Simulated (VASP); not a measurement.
# NaH (Fm-3m) in VASP: further runs

NaH is run at these levels: PBEsol; tasks: vibrations by perturbation theory.

Everything below comes from runs of VASP 6.6.1. Logs are shortened: lines on timing, memory, paths and dates and some standing lists are left out, and cuts for length are marked.

### 1 The cell of the first run

It takes space group Fm-3m (No. 225, cubic). The conventional cell has a = 4.767 Å, b = 4.767 Å, c = 4.767 Å, α = 90.00°, β = 90.00°, γ = 90.00°. Na (site symmetry m-3m) has 6 H at 2.38 Å within 3.1 Å. Within 3.1 Å of H (site symmetry m-3m) lie 6 Na at 2.38 Å.

### 2 Vibrations by perturbation theory, PBEsol (volume scaled by 0.985)

Contents of INCAR:

```
SYSTEM = NaH
PREC     = Accurate       ! precision mode
ENCUT    = 520            ! plane-wave cutoff, eV
EDIFF    = 1E-8           ! SCF threshold, eV
ISMEAR   = 0              ! smearing method
SIGMA    = 0.01           ! smearing width, eV
LREAL    = .False.        ! projectors in reciprocal space
LASPH    = .True.         ! aspherical terms in the spheres
NELM     = 80             ! most SCF steps
ALGO     = Normal         ! electronic algorithm
ISIF     = 2              ! what is computed and relaxed
LWAVE    = .False.        ! write WAVECAR
LCHARG   = .False.        ! write CHGCAR
GGA      = PS             ! functional
IBRION   = 8              ! ionic algorithm
NSW      = 1              ! ionic steps
```

Contents of KPOINTS:

```
Automatic mesh
0
Gamma
  8 8 8
  0 0 0
```

Contents of POSCAR:

```
NaH
1.0
    0.0000000000      2.3836352054      2.3836352054
    2.3836352054      0.0000000000      2.3836352054
    2.3836352054      2.3836352054      0.0000000000
Na H
1 1
Direct
    0.0000000000      0.0000000000      0.0000000000
    0.5000000000      0.5000000000      0.5000000000
```

Potentials or basis: VASP PAW PBE potentials, release 64 (Na_pv, H).

Started as:

```
cat potpaw_PBE.64/Na_pv/POTCAR potpaw_PBE.64/H/POTCAR > POTCAR
mpirun -np 1 vasp_std > vasp.out
```

OUTCAR:

```text
SYSTEM = NaH
   PREC = Accurate
   ENCUT = 520
   EDIFF = 1E-8
   ISMEAR = 0
   LREAL = .False.
   LASPH = .True.
   NELM = 80
   ISIF = 2
   GGA = PS
   IBRION = 8
   NSW = 1

 ion  position               nearest neighbor table
   1  0.000  0.000  0.000-
   2  0.500  0.500  0.500-

  LATTYP: Found a face centered cubic cell.
 ALAT       =     4.7672704108

  Lattice vectors:

 A1 = (   0.0000000000,   2.3836352054,   2.3836352054)
 A2 = (   2.3836352054,   0.0000000000,   2.3836352054)
 A3 = (   2.3836352054,   2.3836352054,   0.0000000000)

Analysis of symmetry for initial positions (statically):
=====================================================================
 Subroutine PRICEL returns:
 Original cell was already a primitive cell.

 Routine SETGRP: Setting up the symmetry group for a
 face centered cubic supercell.

 Subroutine GETGRP returns: Found 48 space group operations
 (whereof 48 operations were pure point group operations)
 out of a pool of 48 trial point group operations.

The static configuration has the point symmetry O_h .

Analysis of symmetry for dynamics (positions and initial velocities):
=====================================================================
 Subroutine PRICEL returns:
 Original cell was already a primitive cell.

 Routine SETGRP: Setting up the symmetry group for a
 face centered cubic supercell.

 Subroutine GETGRP returns: Found 48 space group operations
 (whereof 48 operations were pure point group operations)
 out of a pool of 48 trial point group operations.

The dynamic configuration has the point symmetry O_h .

 Subroutine INISYM returns: Found 48 space group operations
 (whereof 48 operations are pure point group operations),
 and found     1 'primitive' translations

----------------------------------------------------------------------------------------

                                     Primitive cell

  volume of cell :      27.0863

[... 421 lines left out ...]

 VOLUME and BASIS-vectors are now :
 -----------------------------------------------------------------------------
  energy-cutoff  :      520.00
  volume of cell :       27.09
      direct lattice vectors                 reciprocal lattice vectors
     0.000000000  2.383635205  2.383635205    -0.209763641  0.209763641  0.209763641
     2.383635205  0.000000000  2.383635205     0.209763641 -0.209763641  0.209763641
     2.383635205  2.383635205  0.000000000     0.209763641  0.209763641 -0.209763641

 POSITION                                       TOTAL-FORCE (eV/Angst)
 -----------------------------------------------------------------------------------
      0.00000      0.00000      0.00000        -0.000000     -0.000000     -0.000000
      2.38364      2.38364      2.38364         0.000000      0.000000      0.000000
 -----------------------------------------------------------------------------------
    total drift:                               -0.000000      0.000000      0.000000

  FREE ENERGIE OF THE ION-ELECTRON SYSTEM (eV)
  ---------------------------------------------------
  free  energy   TOTEN  =        -5.0852618294 eV

  energy  without entropy=       -5.0852618294  energy(sigma->0) =       -5.08526183

[... ionic steps 2 to 3 ...]

--------------------------------------- Ionic step        4  -------------------------------------------

------------------------ aborting loop because EDIFF is reached ----------------------------------------

[... ionic steps 5 to 6 ...]

--------------------------------------- Ionic step        7  -------------------------------------------

 Free energy of the ion-electron system (eV)
  ---------------------------------------------------
  ---------------------------------------------------
  free energy    TOTEN  =        -0.01702877 eV

  energy without entropy =       -0.01702877

------------------------ aborting loop because EDIFF is reached ----------------------------------------

 INTERNAL STRAIN TENSOR  FOR ION    2  DIRECTION 1   (eV/Angst):
 -----------------------------------------------------------------------------
     0.00689  0.00000  0.00000
    -0.00000 -0.00399 -0.00000
     0.00000 -0.00000 -0.00399

 INTERNAL STRAIN TENSOR FOR ION    2 for displacements in x,y,z  (eV/Angst):
          X           Y           Z          XY          YZ          ZX
  --------------------------------------------------------------------------------
  x     0.00000     0.00000     0.00000     0.00000     0.00000     0.00000
  y     0.00000     0.00000     0.00000     0.00000     0.00000     0.00000
  z     0.00000     0.00000     0.00000     0.00000     0.00000     0.00000

 SECOND DERIVATIVES (NOT SYMMETRIZED)
 ------------------------------------
               1X          1Y          1Z          2X          2Y          2Z
  1X    -0.996510    0.000000    0.000000    0.996510    0.000000    0.000000
  1Y     0.000000   -0.996510    0.000000    0.000000    0.996510    0.000000
  1Z     0.000000    0.000000   -0.996510    0.000000    0.000000    0.996510
  2X     1.029222    0.000000    0.000000   -1.029222    0.000000    0.000000
  2Y     0.000000    1.029222    0.000000    0.000000   -1.029222    0.000000
  2Z     0.000000    0.000000    1.029222    0.000000    0.000000   -1.029222

 Eigenvectors and eigenvalues of the dynamical matrix
 ----------------------------------------------------

   1 f  =   16.190686 THz   101.729078 2PiTHz  540.063141 cm-1    66.959265 meV
             X         Y         Z           dx          dy          dz
      0.000000  0.000000  0.000000    -0.201052    0.000000   -0.000000
      2.383635  2.383635  2.383635     0.979581    0.000000   -0.000000
[... 21 lines left out ...]
   6 f/i=    0.051493 THz     0.323538 2PiTHz    1.717608 cm-1     0.212956 meV
             X         Y         Z           dx          dy          dz
      0.000000  0.000000  0.000000     0.371515   -0.765642    0.485125
      2.383635  2.383635  2.383635     0.076251   -0.157143    0.099569

--------------------------------------------------------------------------------------------------------

 ELASTIC MODULI CONTR FROM IONIC RELAXATION (kBar)
 Direction    XX          YY          ZZ          XY          YZ          ZX
 --------------------------------------------------------------------------------
 XX           0.0000      0.0000      0.0000      0.0000      0.0000      0.0000
 YY           0.0000      0.0000      0.0000      0.0000      0.0000      0.0000
 ZZ           0.0000      0.0000      0.0000      0.0000      0.0000      0.0000
 XY           0.0000      0.0000      0.0000      0.0000      0.0000      0.0000
 YZ           0.0000      0.0000      0.0000      0.0000      0.0000      0.0000
 ZX           0.0000      0.0000      0.0000      0.0000      0.0000      0.0000
 --------------------------------------------------------------------------------
```

OSZICAR:

```text
N       E                     dE             d eps       ncg     rms          rms(c)
DAV:   1     0.147337167864E+02    0.14734E+02   -0.49015E+03   464   0.108E+03
DAV:   2    -0.505243330693E+01   -0.19786E+02   -0.19786E+02   488   0.127E+02
DAV:   3    -0.546427085532E+01   -0.41184E+00   -0.41184E+00   600   0.251E+01
DAV:   4    -0.546626824892E+01   -0.19974E-02   -0.19974E-02   608   0.163E+00
[... 36 lines left out ...]
RMM:   7    -0.170286167418E-01    0.79551E-06   -0.19114E-09  1792   0.414E-04    0.240E-05
RMM:   8    -0.170287456661E-01   -0.12892E-06   -0.90738E-11  1753   0.958E-05    0.801E-06
RMM:   9    -0.170287801685E-01   -0.34502E-07   -0.61339E-12  1718   0.194E-05    0.127E-06
RMM:  10    -0.170287687263E-01    0.11442E-07    0.32848E-14  1727   0.614E-06    0.197E-07
RMM:  11    -0.170287706370E-01   -0.19107E-08   -0.65836E-14   887   0.118E-06    0.902E-08
 Linear response finished
```

Run time: 31 s. Hardware: 1 thread of AMD EPYC 9R45 (Zen 5), shared host; peak memory 0.15 GiB.

Results:

```
Highest phonon frequency at Γ, LO-TO splitting left out : 540 cm⁻¹
```

Phonon frequencies in cm⁻¹ (negative: imaginary):
| q point | frequencies |
| --- | --- |
| (0.000, 0.000, 0.000) | -2 -2 -2 540 540 540 |

Caveat: the cell differs from its parent crystal (volume scaled by 0.985); the PAW data sets were made with another functional, which shifts forces and pressure a little.

### 3 Vibrations by perturbation theory, PBEsol

This run uses another cell than the first one, of 13.75 Å³/atom, 1.015 times its volume.

Contents of INCAR:

```
  ALGO = Normal
  EDIFF = 1E-8
  ENCUT = 520
  GGA = PS
  IBRION = 8
  ISIF = 2
  ISMEAR = 0
  LASPH = True
  LCHARG = False
  LREAL = False
  LWAVE = False
  NBANDS = 11
  NELM = 80
  NSW = 1
  PREC = Accurate
  SIGMA = 0.01
```

Contents of KPOINTS:

```
k-points
0
Gamma
  8 8 8
```

Contents of POSCAR:

```
NaH
1.0
    0.0000000000      2.3956739712      2.3956739712
    2.3956739712      0.0000000000      2.3956739712
    2.3956739712      2.3956739712      0.0000000000
Na H
1 1
Direct
    0.0000000000      0.0000000000      0.0000000000
    0.5000000000      0.5000000000      0.5000000000
```

Potentials or basis: VASP PAW PBE potentials, release 64 (Na_pv, H).

Started as:

```
cat potpaw_PBE.64/Na_pv/POTCAR potpaw_PBE.64/H/POTCAR > POTCAR
mpirun -np 1 vasp_std > vasp.out
```

OUTCAR:

```text
EDIFF = 1E-8
   ENCUT = 520
   GGA = PS
   IBRION = 8
   ISIF = 2
   ISMEAR = 0
   LASPH = True
   LREAL = False
   NELM = 80
   NSW = 1
   PREC = Accurate

 ion  position               nearest neighbor table
   1  0.000  0.000  0.000-
   2  0.500  0.500  0.500-

  LATTYP: Found a face centered cubic cell.
 ALAT       =     4.7913479424

  Lattice vectors:

 A1 = (   0.0000000000,   2.3956739712,   2.3956739712)
 A2 = (   2.3956739712,   0.0000000000,   2.3956739712)
 A3 = (   2.3956739712,   2.3956739712,   0.0000000000)

Analysis of symmetry for initial positions (statically):
=====================================================================
 Subroutine PRICEL returns:
 Original cell was already a primitive cell.

 Routine SETGRP: Setting up the symmetry group for a
[... 564 lines left out ...]

------------------------ aborting loop because EDIFF is reached ----------------------------------------

 INTERNAL STRAIN TENSOR  FOR ION    2  DIRECTION 1   (eV/Angst):
 -----------------------------------------------------------------------------
     0.00673  0.00000  0.00000
    -0.00000 -0.00393  0.00000
    -0.00000  0.00000 -0.00393

 INTERNAL STRAIN TENSOR FOR ION    2 for displacements in x,y,z  (eV/Angst):
          X           Y           Z          XY          YZ          ZX
  --------------------------------------------------------------------------------
  x     0.00000     0.00000     0.00000     0.00000     0.00000     0.00000
  y     0.00000     0.00000     0.00000     0.00000     0.00000     0.00000
  z     0.00000     0.00000     0.00000     0.00000     0.00000     0.00000

 SECOND DERIVATIVES (NOT SYMMETRIZED)
 ------------------------------------
               1X          1Y          1Z          2X          2Y          2Z
  1X    -0.947631    0.000000    0.000000    0.947631    0.000000    0.000000
  1Y     0.000000   -0.947631    0.000000    0.000000    0.947631    0.000000
  1Z     0.000000    0.000000   -0.947631    0.000000    0.000000    0.947631
  2X     0.972655    0.000000    0.000000   -0.972655    0.000000    0.000000
  2Y     0.000000    0.972655    0.000000    0.000000   -0.972655    0.000000
  2Z     0.000000    0.000000    0.972655    0.000000    0.000000   -0.972655

 Eigenvectors and eigenvalues of the dynamical matrix
 ----------------------------------------------------

   1 f  =   15.741428 THz    98.906309 2PiTHz  525.077520 cm-1    65.101286 meV
             X         Y         Z           dx          dy          dz
      0.000000  0.000000  0.000000     0.000000    0.201647    0.000000
      2.395674  2.395674  2.395674     0.000000   -0.979458    0.000000
[... 21 lines left out ...]
   6 f/i=    0.040514 THz     0.254556 2PiTHz    1.351395 cm-1     0.167552 meV
             X         Y         Z           dx          dy          dz
      0.000000  0.000000  0.000000     0.000000   -0.979458    0.000000
      2.395674  2.395674  2.395674     0.000000   -0.201647    0.000000

--------------------------------------------------------------------------------------------------------

 ELASTIC MODULI CONTR FROM IONIC RELAXATION (kBar)
 Direction    XX          YY          ZZ          XY          YZ          ZX
 --------------------------------------------------------------------------------
 XX           0.0000      0.0000      0.0000      0.0000      0.0000      0.0000
 YY           0.0000      0.0000      0.0000      0.0000      0.0000      0.0000
 ZZ           0.0000      0.0000      0.0000      0.0000      0.0000      0.0000
 XY           0.0000      0.0000      0.0000      0.0000      0.0000      0.0000
 YZ           0.0000      0.0000      0.0000      0.0000      0.0000      0.0000
 ZX           0.0000      0.0000      0.0000      0.0000      0.0000      0.0000
 --------------------------------------------------------------------------------
```

It took 42 s on 1 thread of AMD EPYC 9R45 (Zen 5), shared host; peak memory 0.16 GiB.

What came out:

```yaml
Highest_phonon_frequency_at_Γ_LO-TO_splitting_left_out: 525 cm⁻¹
```

Phonon frequencies in cm⁻¹ (negative: imaginary):
| q point | frequencies |
| --- | --- |
| (0.000, 0.000, 0.000) | -1 -1 -1 525 525 525 |

Caveat: the PAW data sets were made with another functional, which shifts forces and pressure a little.

### 4 Vibrations by perturbation theory, PBEsol

This run uses another cell than the first one, of 13.75 Å³/atom, 1.015 times its volume.

Contents of INCAR:

```
ALGO     = Normal         # electronic algorithm
EDIFF    = 1E-8           # SCF threshold, eV
ENCUT    = 520            # plane-wave cutoff, eV
GGA      = PS             # functional
IBRION   = 8              # ionic algorithm
ISIF     = 2              # what is computed and relaxed
ISMEAR   = 0              # smearing method
LASPH    = True           # aspherical terms in the spheres
LCHARG   = True           # write CHGCAR
LEPSILON = True           # dielectric tensor by DFPT
LREAL    = False          # projectors in reciprocal space
LWAVE    = False          # write WAVECAR
NBANDS   = 11             # bands
NELM     = 100            # most SCF steps
NSW      = 1              # ionic steps
PREC     = Accurate       # precision mode
SIGMA    = 0.01           # smearing width, eV
```

KPOINTS is that of step 3.

POSCAR is that of step 3.

Potentials or basis: VASP PAW PBE potentials, release 64 (Na_pv, H).

Started as:

```
cat potpaw_PBE.64/Na_pv/POTCAR potpaw_PBE.64/H/POTCAR > POTCAR
mpirun -np 1 vasp_std > vasp.out
```

OUTCAR:

```text
EDIFF = 1E-8
   ENCUT = 520
   GGA = PS
   IBRION = 8
   ISIF = 2
   ISMEAR = 0
   LASPH = True
   LEPSILON = True
   LREAL = False
   NELM = 100
   NSW = 1
   PREC = Accurate

 ion  position               nearest neighbor table
   1  0.000  0.000  0.000-
   2  0.500  0.500  0.500-

  LATTYP: Found a face centered cubic cell.
 ALAT       =     4.7913479424

  Lattice vectors:

 A1 = (   0.0000000000,   2.3956739712,   2.3956739712)
 A2 = (   2.3956739712,   0.0000000000,   2.3956739712)
 A3 = (   2.3956739712,   2.3956739712,   0.0000000000)

Analysis of symmetry for initial positions (statically):
=====================================================================
 Subroutine PRICEL returns:
 Original cell was already a primitive cell.

 Routine SETGRP: Setting up the symmetry group for a
 face centered cubic supercell.

[... 632 lines left out ...]
  z     0.00000     0.00000     0.00000     0.00000     0.00000     0.00000

 SECOND DERIVATIVES (NOT SYMMETRIZED)
 ------------------------------------
               1X          1Y          1Z          2X          2Y          2Z
  1X    -0.947629    0.000000    0.000000    0.947629    0.000000    0.000000
  1Y     0.000000   -0.947629    0.000000    0.000000    0.947629    0.000000
  1Z     0.000000    0.000000   -0.947629    0.000000    0.000000    0.947629
  2X     0.972655    0.000000    0.000000   -0.972655    0.000000    0.000000
  2Y     0.000000    0.972655    0.000000    0.000000   -0.972655    0.000000
  2Z     0.000000    0.000000    0.972655    0.000000    0.000000   -0.972655

 Eigenvectors and eigenvalues of the dynamical matrix
 ----------------------------------------------------

   1 f  =   15.741429 THz    98.906318 2PiTHz  525.077564 cm-1    65.101291 meV
             X         Y         Z           dx          dy          dz
      0.000000  0.000000  0.000000    -0.201646    0.000000    0.000000
      2.395674  2.395674  2.395674     0.979458    0.000000    0.000000
[... 21 lines left out ...]
   6 f/i=    0.040518 THz     0.254580 2PiTHz    1.351521 cm-1     0.167567 meV
             X         Y         Z           dx          dy          dz
      0.000000  0.000000  0.000000     0.000000   -0.079390    0.976236
      2.395674  2.395674  2.395674     0.000000   -0.016344    0.200983

--------------------------------------------------------------------------------------------------------

 MACROSCOPIC STATIC DIELECTRIC TENSOR IONIC CONTRIBUTION
 ------------------------------------------------------
           6.291901    -0.000000     0.000000
          -0.000000     6.291901    -0.000000
           0.000000    -0.000000     6.291901
 ------------------------------------------------------

 ELASTIC MODULI CONTR FROM IONIC RELAXATION (kBar)
 Direction    XX          YY          ZZ          XY          YZ          ZX
 --------------------------------------------------------------------------------
 XX           0.0000      0.0000      0.0000      0.0000      0.0000      0.0000
 YY           0.0000      0.0000      0.0000      0.0000      0.0000      0.0000
 ZZ           0.0000      0.0000      0.0000      0.0000      0.0000      0.0000
 XY           0.0000      0.0000      0.0000      0.0000      0.0000      0.0000
 YZ           0.0000      0.0000      0.0000      0.0000      0.0000      0.0000
 ZX           0.0000      0.0000      0.0000      0.0000      0.0000      0.0000
 --------------------------------------------------------------------------------

 PIEZOELECTRIC TENSOR IONIC CONTR  for field in x, y, z        (C/m^2)
          XX          YY          ZZ          XY          YZ          ZX
  --------------------------------------------------------------------------------
  x     0.00000     0.00000     0.00000     0.00000     0.00000     0.00000
  y     0.00000     0.00000     0.00000     0.00000     0.00000     0.00000
  z     0.00000     0.00000     0.00000     0.00000     0.00000     0.00000
```

Wall time 1.8 min (1 thread of AMD EPYC 9R45 (Zen 5), shared host); peak memory 0.16 GiB.

What came out:

```yaml
Electronic_dielectric_tensor_diagonal: 3.25
Born_charges_mean_of_the_diagonal: Na +0.96; H -0.96 e
Highest_phonon_frequency_at_Γ_LO-TO_splitting_left_out: 525 cm⁻¹
```

Phonon frequencies in cm⁻¹ (negative: imaginary):
| q point | frequencies |
| --- | --- |
| (0.000, 0.000, 0.000) | -1 -1 -1 525 525 525 |

Electronic dielectric tensor:
```
3.25 0.00 0.00
0.00 3.25 0.00
0.00 0.00 3.25
```

Born effective charge tensors (e):
atom 1, Na
```
0.96 0.00 0.00
0.00 0.96 0.00
0.00 0.00 0.96
```
atom 2, H
```
-0.96  0.00  0.00
 0.00 -0.96  0.00
 0.00  0.00 -0.96
```

Caveat: the PAW data sets were made with another functional, which shifts forces and pressure a little.
